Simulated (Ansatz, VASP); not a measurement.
# Two plane-wave programs on TiN

POSCAR

```
TiN
1.0
    0.0000000000      2.1335964958      2.1335964958
    2.1335964958      0.0000000000      2.1335964958
    2.1335964958      2.1335964958      0.0000000000
Ti N
1 1
Direct
    0.0000000000      0.0000000000      0.0000000000
    0.5000000000      0.5000000000      0.5000000000
```

File INCAR.step1:

```
  ALGO = Normal
  EDIFF = 1E-5
  ENCUT = 660
  GGA = PE
  GGA_COMPAT = False
  ISMEAR = 0
  ISPIN = 2
  LASPH = True
  LCHARG = False
  LMAXMIX = 4
  LREAL = False
  LWAVE = True
  MAGMOM = 1 0
  NBANDS = 20
  NELM = 200
  PREC = Accurate
  SIGMA = 0.1
```

INCAR.step2

```
  ALGO = Normal
  EDIFF = 1E-6
  ENCUT = 660
  GGA_COMPAT = False
  ISIF = 2
  ISMEAR = 0
  ISPIN = 2
  ISTART = 1
  LASPH = True
  LCHARG = False
  LMAXMIX = 4
  LMIXTAU = True
  LORBIT = 11
  LREAL = False
  LWAVE = False
  MAGMOM = 1 0
  METAGGA = R2SCAN
  NBANDS = 20
  NELM = 200
  PREC = Accurate
  SIGMA = 0.1
```

The input KPOINTS:

```
k-points
0
Gamma
  8 8 8
```

Input for Ansatz:

```yaml
crystal:
  lattice:
    - [0.0, 2.1335964958, 2.1335964958]
    - [2.1335964958, 0.0, 2.1335964958]
    - [2.1335964958, 2.1335964958, 0.0]
  atoms:
    - { symbol: Ti, position: [0.0, 0.0, 0.0], spin: 1.0 }
    - { symbol: "N", position: [0.5, 0.5, 0.5] }
basis:
  ecutwfc: 500
kpoints:
  mp_grid: { grid: [8, 8, 8] }
hamiltonian:
  xc: r2scan
scf:
  occupations: { method: gaussian, width: 0.1 }
  lower_state_search: "off"
output:
  forces: true
  stress: true
  eigenvalues: true
  populations: true
magnetization:
  spin_polarized: true
```

Alike in both runs: task single point; functional r2SCAN; k mesh 8 × 8 × 8; occupations gaussian, width 0.1 eV; collinear spin.

|  | VASP | Ansatz |
| --- | --- | --- |
| version | VASP 6.6.1 | Ansatz 0.2.0 |
| potentials or method | VASP PAW PBE potentials, release 64 (Ti_sv, N), cutoff 660 eV | scalar-relativistic, plane waves, PAW |
| valence electrons in the cell | 17 | 17 |

```csv
,VASP,Ansatz,Ansatz less VASP
gap on the k mesh at the Fermi level (eV),none,none,-
pressure (GPa),-5.1,-6.7,-1.52
net moment per atom (μB),0.00,0.00,0.000
```

VASP's potentials were made for PBE, not for r2SCAN. A gap of «none» marks a metal or a gap that the smearing closes. Ansatz's warnings: seeded moment not kept, stability check not made.
